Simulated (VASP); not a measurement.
# CrCdC4N4 (P-43m) in VASP: further runs

The runs below take CrCdC4N4 through single point, with PBE.

All numbers are computed with VASP 6.6.1; they aren't measurements. Logs are shortened: lines on timing, memory, paths and dates and some standing lists are left out, and cuts for length are marked.

## Step 1: The cell of the first run

Symmetry: P-43m, No. 215, cubic system. The conventional cell has a = 6.011 Å, b = 6.011 Å, c = 6.011 Å, α = 90.00°, β = 90.00°, γ = 90.00°. Within 2.6 Å of Cr (site symmetry -43m) lie 4 C at 1.94 Å. Within 2.8 Å of Cd (site symmetry -43m) lie 4 N at 2.10 Å. C (site symmetry 3m) has 1 N at 1.17 Å within 1.6 Å. Within 1.6 Å of N (site symmetry 3m) lie 1 C at 1.17 Å.

## Step 2: Single point, PBE, collinear spin, ferromagnetic start

File INCAR:

```
ALGO = Normal
EDIFF = 1E-6
ENCUT = 520
GGA = PE
ISIF = 2
ISMEAR = 0
ISPIN = 2
LASPH = True
LCHARG = False
LMAXMIX = 4
LORBIT = 11
LREAL = False
LWAVE = False
MAGMOM = 3 0 0 0 0 0 0 0 0 0
NBANDS = 45
NELM = 150
PREC = Accurate
SIGMA = 0.1
```

File KPOINTS:

```
k-points
0
Gamma
  4 4 4
```

File POSCAR:

```
CrCdC4N4
1.0
    6.0107936500      0.0000000000      0.0000000000
    0.0000000000      6.0107936500      0.0000000000
    0.0000000000      0.0000000000      6.0107936500
Cr Cd C N
1 1 4 4
Direct
    0.0000000000      0.0000000000      0.0000000000
    0.5000000000      0.5000000000      0.5000000000
    0.1861492700      0.1861492700      0.1861492700
    0.1861492700      0.8138507300      0.8138507300
    0.8138507300      0.1861492700      0.8138507300
    0.8138507300      0.8138507300      0.1861492700
    0.2985304000      0.2985304000      0.2985304000
    0.2985304000      0.7014696000      0.7014696000
    0.7014696000      0.2985304000      0.7014696000
    0.7014696000      0.7014696000      0.2985304000
```

Potentials or basis: VASP PAW PBE potentials, release 64 (Cr_pv, Cd, C, N).

On the command line:

```console
$ cat potpaw_PBE.64/Cr_pv/POTCAR potpaw_PBE.64/Cd/POTCAR potpaw_PBE.64/C/POTCAR potpaw_PBE.64/N/POTCAR > POTCAR
$ mpirun -np 1 vasp_std > vasp.out
```

OUTCAR:

```text
EDIFF = 1E-6
   ENCUT = 520
   GGA = PE
   ISIF = 2
   ISMEAR = 0
   ISPIN = 2
   LASPH = True
   LORBIT = 11
   LREAL = False
   NELM = 150
   PREC = Accurate

 ion  position               nearest neighbor table
   1  0.000  0.000  0.000-   3 1.94   4 1.94   5 1.94   6 1.94
   2  0.500  0.500  0.500-   7 2.10   8 2.10   9 2.10  10 2.10
   3  0.186  0.186  0.186-   7 1.17   1 1.94
   4  0.186  0.814  0.814-   8 1.17   1 1.94
   5  0.814  0.186  0.814-   9 1.17   1 1.94
   6  0.814  0.814  0.186-  10 1.17   1 1.94
   7  0.299  0.299  0.299-   3 1.17   2 2.10
   8  0.299  0.701  0.701-   4 1.17   2 2.10
   9  0.701  0.299  0.701-   5 1.17   2 2.10
  10  0.701  0.701  0.299-   6 1.17   2 2.10

  LATTYP: Found a simple cubic cell.
 ALAT       =     6.0107936500

  Lattice vectors:

 A1 = (   6.0107936500,   0.0000000000,   0.0000000000)
 A2 = (   0.0000000000,   6.0107936500,   0.0000000000)
 A3 = (   0.0000000000,   0.0000000000,   6.0107936500)

Analysis of symmetry for initial positions (statically):
=====================================================================
 Subroutine PRICEL returns:
 Original cell was already a primitive cell.

 Routine SETGRP: Setting up the symmetry group for a
 simple cubic supercell.

 Subroutine GETGRP returns: Found 24 space group operations
 (whereof 24 operations were pure point group operations)
 out of a pool of 48 trial point group operations.

The static configuration has the point symmetry T_d .

Analysis of symmetry for dynamics (positions and initial velocities):
=====================================================================
 Subroutine PRICEL returns:
 Original cell was already a primitive cell.

 Routine SETGRP: Setting up the symmetry group for a
 simple cubic supercell.

 Subroutine GETGRP returns: Found 24 space group operations
 (whereof 24 operations were pure point group operations)
 out of a pool of 48 trial point group operations.

The dynamic configuration has the point symmetry T_d .

Analysis of structural, dynamic, and magnetic symmetry:
=====================================================================
 Subroutine PRICEL returns:
 Original cell was already a primitive cell.

 Routine SETGRP: Setting up the symmetry group for a
 simple cubic supercell.

 Subroutine GETGRP returns: Found 24 space group operations
 (whereof 24 operations were pure point group operations)
 out of a pool of 48 trial point group operations.

The overall configuration has the point symmetry T_d .

 Subroutine INISYM returns: Found 24 space group operations
 (whereof 24 operations are pure point group operations),
 and found     1 'primitive' translations

----------------------------------------------------------------------------------------

                                     Primitive cell

  volume of cell :     217.1678

  direct lattice vectors                    reciprocal lattice vectors
     6.010793650  0.000000000  0.000000000     0.166367381  0.000000000  0.000000000
     0.000000000  6.010793650  0.000000000     0.000000000  0.166367381  0.000000000
     0.000000000  0.000000000  6.010793650     0.000000000  0.000000000  0.166367381

  length of vectors
     6.010793650  6.010793650  6.010793650     0.166367381  0.166367381  0.166367381

  position of ions in fractional coordinates (direct lattice)
     0.000000000  0.000000000  0.000000000
     0.500000000  0.500000000  0.500000000
     0.186149270  0.186149270  0.186149270
     0.186149270  0.813850730  0.813850730
     0.813850730  0.186149270  0.813850730
     0.813850730  0.813850730  0.186149270
     0.298530400  0.298530400  0.298530400
     0.298530400  0.701469600  0.701469600
     0.701469600  0.298530400  0.701469600
     0.701469600  0.701469600  0.298530400

  ion indices of the primitive-cell ions
   primitive index   ion index
                 1           1
[... 46 lines left out ...]
  0.500000  0.500000  0.250000      6.000000
  0.500000  0.500000  0.500000      1.000000
   k-points           NKPTS =     10   k-points in BZ     NKDIM =     10   number of bands    NBANDS=     45
   number of dos      NEDOS =    301   number of ions     NIONS =     10
   total plane-waves  NPLWV = 110592
   dimension x,y,z NGX =    48 NGY =   48 NGZ =   48
   dimension x,y,z NGXF=    96 NGYF=   96 NGZF=   96
   ions per type =               1   1   4   4
   NGX,Y,Z   is equivalent  to a cutoff of  13.28, 13.28, 13.28 a.u.
   NGXF,Y,Z  is equivalent  to a cutoff of  26.55, 26.55, 26.55 a.u.
 SYSTEM =  unknown system
   PREC   = accura    normal or accurate (medium, high low for compatibility)
   ISTART =      0    job   : 0-new  1-cont  2-samecut
   ICHARG =      2    charge: 1-file 2-atom 10-const
   ISPIN  =      2    spin polarized calculation?
   LNONCOLLINEAR =      F non collinear calculations
   LSORBIT =      F    spin-orbit coupling
   LASPH  =      T    aspherical Exc in radial PAW
   ENCUT  =  520.0 eV  38.22 Ry    6.18 a.u.  11.18 11.18 11.18*2*pi/ulx,y,z
   NELM   =    150;   NELMIN=  2; NELMDL= -5     # of ELM steps
   EDIFF  = 0.1E-05   stopping-criterion for ELM
   LREAL  =      F    real-space projection
[... 7 lines left out ...]
   TEBEG  =    0.0;   TEEND  =   0.0 temperature during run
   PSTRESS=    0.0 pullay stress
   NELECT =      60.0000    total number of electrons
   NUPDOWN=      -1.0000    fix difference up-down
   EMIN   =  10.00;   EMAX   =-10.00  energy-range for DOS
   EFERMI =   0.00;   METHOD = LEGACY
   ISMEAR =     0;   SIGMA  =   0.10  broadening in eV -4-tet -1-fermi 0-gaus
   EFERMI_NEDOS =   21; number of points for ismear=-14 and -15
   IALGO  =     38    algorithm
   IMIX   =      4    mixing-type and parameters
     AMIX     =   0.40;   BMIX     =  1.00
     AMIX_MAG =   1.60;   BMIX_MAG =  1.00
  volume/ion in A,a.u.               =      21.72       146.55
  Fermi-wavevector in a.u.,A,eV,Ry     =   1.066253  2.014925 15.468390  1.136895
  Thomas-Fermi vector in A             =   2.201831
   LORBIT       =     11    0 simple, 1 ext, 2 COOP (PROOUT), +10 PAW based schemes
   GGA     = PE    functional components
   LHFCALC =     F    Hartree Fock is set to
   AEXX    =    0.0000 exact exchange contribution
   IVDW    =     0    specifies the selected vdW correction
   LEPSILON=     F    determine dielectric tensor
   LRPA    =     F    only Hartree local field effects (RPA)
 spin polarized calculation
 Gauss-broadening in eV      SIGMA  =   0.10
  energy-cutoff  :      520.00
  volume of cell :      217.17
 maximum number of plane-waves:      5904
 NGX is ok and might be reduce to    48
   NGX = 23   NGY = 23   NGZ = 23

 number of electron      60.0000002 magnetization       4.0005104

 Free energy of the ion-electron system (eV)
  ---------------------------------------------------
  ext. energy  EPLUGINS =         0.00000000
  ---------------------------------------------------
  free energy    TOTEN  =       -75.65070325 eV

  energy without entropy =      -75.58744216  energy(sigma->0) =      -75.61907270

 E-fermi :  -0.7311     XC(G=0):  -7.0693

 val. band max:       -0.7380047916   @ k =   0.5000   0.2500   0.2500
 cond. band min:      -0.7252742396   @ k =   0.5000   0.2500   0.2500
 fundamental gap:      0.0127305520
 Fermi energy:        -0.7310874645

 spin component 1

 k-point     1 :       0.0000    0.0000    0.0000
  band No.  band energies     occupation
      1     -45.0329      1.00000
      2     -45.0329      1.00000
      3     -45.0329      1.00000
      4     -18.8744      1.00000
      5     -18.7821      1.00000
      6     -18.7821      1.00000
[... 439 lines left out ...]
     41       4.0470      0.00000
     42       4.3689      0.00000
 Fermi energy:        -0.7310874645

 spin component 2

 k-point     1 :       0.0000    0.0000    0.0000
  band No.  band energies     occupation
      1     -42.0829      1.00000
      2     -42.0829      1.00000
      3     -42.0829      1.00000
      4     -18.7499      1.00000
      5     -18.6590      1.00000
      6     -18.6590      1.00000
[... 439 lines left out ...]
     41       4.7187      0.00000
     42       4.7188      0.00000
 [bands above 42 left out]

------------------------ aborting loop because EDIFF is reached ----------------------------------------

  FORCE on cell =-STRESS in cart. coord.  units (eV):
  Direction    XX          YY          ZZ          XY          YZ          ZX
  --------------------------------------------------------------------------------------
  -------------------------------------------------------------------------------------
  Total        7.1435883      7.1435883      7.1435883     -0.0000000      0.0000000     -0.0000000
  in kB       52.7025396     52.7025396     52.7025396     -0.0000000      0.0000000     -0.0000000
  external PRESSURE =      52.7025396 kB  Pullay stress =       0.0000000 kB

 VOLUME and BASIS-vectors are now :
 -----------------------------------------------------------------------------
  energy-cutoff  :      520.00
  volume of cell :      217.17
      direct lattice vectors                 reciprocal lattice vectors
     6.010793650  0.000000000  0.000000000     0.166367381  0.000000000  0.000000000
     0.000000000  6.010793650  0.000000000     0.000000000  0.166367381  0.000000000
     0.000000000  0.000000000  6.010793650     0.000000000  0.000000000  0.166367381

 POSITION                                       TOTAL-FORCE (eV/Angst)
 -----------------------------------------------------------------------------------
      0.00000      0.00000      0.00000         0.000000     -0.000000     -0.000000
      3.00540      3.00540      3.00540         0.000000     -0.000000     -0.000000
      1.11890      1.11890      1.11890         0.337047      0.337047      0.337047
      1.11890      4.89189      4.89189         0.337047     -0.337047     -0.337047
      4.89189      1.11890      4.89189        -0.337047      0.337047     -0.337047
      4.89189      4.89189      1.11890        -0.337047     -0.337047      0.337047
      1.79440      1.79440      1.79440        -0.242627     -0.242627     -0.242627
      1.79440      4.21639      4.21639        -0.242627      0.242627      0.242627
      4.21639      1.79440      4.21639         0.242627     -0.242627      0.242627
      4.21639      4.21639      1.79440         0.242627      0.242627     -0.242627
 -----------------------------------------------------------------------------------
    total drift:                                0.000000      0.000000     -0.000000

  FREE ENERGIE OF THE ION-ELECTRON SYSTEM (eV)
  ---------------------------------------------------
  free  energy   TOTEN  =       -75.6507032464 eV

  energy  without entropy=      -75.5874421600  energy(sigma->0) =      -75.61907270

 total charge

# of ion       s       p       d       tot
------------------------------------------
    1        0.393   6.443   4.132  10.968
    2        0.358   0.412   9.615  10.384
    3        0.969   1.645   0.000   2.615
    4        0.969   1.645   0.000   2.615
    5        0.969   1.645   0.000   2.615
    6        0.969   1.645   0.000   2.615
    7        1.302   2.589   0.000   3.891
    8        1.302   2.589   0.000   3.891
    9        1.302   2.589   0.000   3.891
   10        1.302   2.589   0.000   3.891
--------------------------------------------------
tot          9.835  23.792  13.747  47.373

 magnetization (x)

# of ion       s       p       d       tot
------------------------------------------
    1        0.023   0.105   2.814   2.942
    2       -0.002  -0.002   0.013   0.009
    3       -0.009  -0.031   0.000  -0.040
    4       -0.009  -0.031   0.000  -0.040
    5       -0.009  -0.031   0.000  -0.040
    6       -0.009  -0.031   0.000  -0.040
    7        0.005   0.110   0.000   0.115
    8        0.005   0.110   0.000   0.115
    9        0.005   0.110   0.000   0.115
   10        0.005   0.110   0.000   0.115
--------------------------------------------------
tot          0.007   0.420   2.826   3.253
```

Run time: 4.5 min. Hardware: 1 thread of Intel Xeon Platinum 8488C (Sapphire Rapids), shared host; peak memory 0.49 GiB.

Results:

* Free energy: -75.6507 eV
* Pressure: 5.3 GPa
* Largest force: 0.584 eV/Å
* Band gap on the k mesh: zero (filled and empty bands overlap)
* Net moment: 4.00 μB per cell
* Site moments: Cr +2.94; Cd +0.01; C -0.04; N +0.12 μB
* Valence electrons inside the program's atomic spheres: Cr 10.97; Cd 10.38; C 2.62; N 3.89

Forces on the atoms (eV/Å):
```
Cr   0.000  0.000  0.000
Cd   0.000  0.000  0.000
C    0.337  0.337  0.337
C    0.337 -0.337 -0.337
C   -0.337  0.337 -0.337
C   -0.337 -0.337  0.337
N   -0.243 -0.243 -0.243
N   -0.243  0.243  0.243
N    0.243 -0.243  0.243
N    0.243  0.243 -0.243
```

Caveat: the cell stands under pressure; a cell with one magnetic atom can't hold antiferromagnetic order, which such compounds often take.

## Step 3: Single point, PBE, collinear spin, ferromagnetic start

This run uses another cell than the first one, of 24.36 Å³/atom.

INCAR, as its differences from that of step 2:

```diff
@@ -1,3 +1,3 @@
 ALGO = Normal
-EDIFF = 1E-6
+EDIFF = 1E-7
 ENCUT = 520
```

KPOINTS is that of step 2.

File POSCAR:

```
CrCdC4N4
1.0
    6.2453211733      0.0000000000      0.0000000000
    0.0000000000      6.2453211733      0.0000000000
    0.0000000000      0.0000000000      6.2453211733
Cr Cd C N
1 1 4 4
Direct
    0.0000000000      0.0000000000      0.0000000000
    0.5000000000      0.5000000000      0.5000000000
    0.1899235925      0.1899235925      0.1899235925
    0.1899235925      0.8100764075      0.8100764075
    0.8100764075      0.1899235925      0.8100764075
    0.8100764075      0.8100764075      0.1899235925
    0.2980038170      0.2980038170      0.2980038170
    0.2980038170      0.7019961830      0.7019961830
    0.7019961830      0.2980038170      0.7019961830
    0.7019961830      0.7019961830      0.2980038170
```

Potentials or basis: VASP PAW PBE potentials, release 64 (Cr_pv, Cd, C, N).

On the command line:

```console
$ cat potpaw_PBE.64/Cr_pv/POTCAR potpaw_PBE.64/Cd/POTCAR potpaw_PBE.64/C/POTCAR potpaw_PBE.64/N/POTCAR > POTCAR
$ mpirun -np 1 vasp_std > vasp.out
```

Run time: 4.9 min. Hardware: 1 thread of Intel Xeon Platinum 8488C (Sapphire Rapids), shared host; peak memory 0.49 GiB.

The run converged. Its results:

- Free energy: -76.1145 eV
- Pressure: 0.5 GPa
- Largest force: 0.356 eV/Å
- Band gap on the k mesh: zero (filled and empty bands overlap)
- Net moment: 4.00 μB per cell
- Site moments: Cr +3.20; Cd +0.00; C -0.04; N +0.07 μB
- Valence electrons inside the program's atomic spheres: Cr 10.65; Cd 10.25; C 2.59; N 3.88

Forces on the atoms (eV/Å):
```
Cr   0.000  0.000  0.000
Cd   0.000  0.000  0.000
C   -0.205 -0.205 -0.205
C   -0.205  0.205  0.205
C    0.205 -0.205  0.205
C    0.205  0.205 -0.205
N    0.174  0.174  0.174
N    0.174 -0.174 -0.174
N   -0.174  0.174 -0.174
N   -0.174 -0.174  0.174
```

Levels at points of the mesh, in eV from the Fermi level:
Spin up:
| k point | band 31 | band 32 | band 33 | band 34 | band 35 | band 36 |
| --- | --- | --- | --- | --- | --- | --- |
| (0.00, 0.00, 0.00) | -0.16 | -0.16 | -0.16 | 3.89 | 3.89 | 3.89 |
| (0.50, 0.00, 0.00) | -0.10 | 0.02 | 0.02 | 3.83 | 3.83 | 4.12 |
| (0.50, 0.50, 0.00) | -0.04 | 0.02 | 0.02 | 3.84 | 4.14 | 4.17 |
| (0.50, 0.50, 0.50) | -0.07 | -0.07 | -0.07 | 4.22 | 4.22 | 4.22 |
Spin down:
```tsv
k point	band 24	band 25	band 26	band 27	band 28	band 29	band 30	band 31	band 32	band 33
(0.00, 0.00, 0.00)	-3.69	-3.69	-3.49	-3.49	-3.49	1.41	1.41	1.60	1.60	1.60
(0.50, 0.00, 0.00)	-3.76	-3.75	-3.67	-3.42	-3.42	1.35	1.45	1.74	1.86	1.86
(0.50, 0.50, 0.00)	-3.77	-3.77	-3.54	-3.44	-3.44	1.35	1.45	1.87	1.90	1.90
(0.50, 0.50, 0.50)	-3.62	-3.62	-3.60	-3.60	-3.60	1.41	1.41	1.80	1.80	1.80
```

Caveat: a cell with one magnetic atom can't hold antiferromagnetic order, which such compounds often take. With open d or f shells a metallic result of PBE can be an artefact of self-interaction; +U or a hybrid may open a gap.
